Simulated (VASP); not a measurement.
The system is TiN.

```xyz
2
Lattice="0.0000 2.0142 2.0142 2.0142 0.0000 2.0142 2.0142 2.0142 0.0000" Properties=species:S:1:pos:R:3 pbc="T T T"
Ti    0.0000    0.0000    0.0000
N     2.0142    2.0142    2.0142
```

Base run:

- Program: VASP 6.6.1
- Functional: PBEsol
- Potentials or basis: VASP PAW PBE potentials, release 64 (Ti_sv, N)
- Cutoff: 520 eV
- k mesh: 20 × 20 × 20
- Occupations: gaussian, width 0.15 eV
- Spin: collinear spin, ferromagnetic start
- Starting moments: [0.5, 0.0] μB
- Fixed moment: 0.5 μB

Its results: pressure 53.3 GPa; site moments Ti +0.37; N +0.04 μB.

Problem. The run is repeated on the same cell with these changes: fixed moment from 0.5 μB to 0.25 μB; moments at the start from [0.5, 0.0] to [0.25, 0.0]. What comes out?

Solution. Pressure 51.5 GPa; site moments Ti +0.19; N +0.02 μB.

Caveats: the PAW data sets were made with another functional, which shifts forces and pressure a little; the total moment is fixed, so each spin has its own Fermi level.
